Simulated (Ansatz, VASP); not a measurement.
Two plane-wave programs on BP

INCAR

```
SYSTEM = BP
  ALGO = Normal
  EDIFF = 1E-6
  ENCUT = 520
  GGA = PE
  ISIF = 2
  ISMEAR = 0
  LASPH = .True.
  LCHARG = .True.
  LELF = .True.
  LREAL = .False.
  LVHAR = .True.
  LWAVE = .False.
  NBANDS = 11
  NELM = 100
  PREC = Accurate
  SIGMA = 0.05
```

Contents of KPOINTS:

```
k-points
0
Gamma
  10 10 10
  0 0 0
```

File POSCAR:

```
BP
1.0
    0.0000000000      2.2916900000      2.2690000000
    2.2690000000      0.0000000000      2.2690000000
    2.2690000000      2.2916900000      0.0000000000
B P
1 1
Direct
    0.0000000000      0.0000000000      0.0000000000
    0.7500000000      0.7500000000      0.7500000000
```

Input for Ansatz:

```yaml
crystal:
  lattice:
    - [0.0, 2.29169, 2.269]
    - [2.269, 0.0, 2.269]
    - [2.269, 2.29169, 0.0]
  atoms:
    - { symbol: B, position: [0.0, 0.0, 0.0] }
    - { symbol: P, position: [0.75, 0.75, 0.75] }
basis:
  ecutwfc: 420
kpoints:
  mp_grid: { grid: [10, 10, 10] }
hamiltonian:
  xc: pbe
scf:
  occupations: { method: gaussian, width: 0.05 }
output:
  forces: true
  stress: true
  eigenvalues: true
  write_density: true
  write_potential: true
  elf: true
  volumetric_format: npy
```

Change from the starting cell: strain +0.0100 x Voigt [0, 1, 0, 0, 0, 0], atoms carried along.

Alike in both runs: task single point; functional PBE; k mesh 10 × 10 × 10; occupations gaussian, width 0.05 eV; no spin polarisation.

|  | VASP | Ansatz |
| --- | --- | --- |
| version | VASP 6.6.1 | Ansatz 0.2.0 |
| potentials or method | VASP PAW PBE potentials, release 64 (B, P), cutoff 520 eV | scalar-relativistic, plane waves, PAW |
| valence electrons in the cell | 8 | 8 |

```csv
,VASP,Ansatz,Ansatz less VASP
gap on the k mesh at the Fermi level (eV),1.18,1.18,+0.004
least direct gap on the mesh (eV),3.34,3.34,+0.003
pressure (GPa),-0.7,-0.5,+0.23
"traceless stress, the component that is largest in VASP (GPa)",-1.79,-1.78,+0.003
```
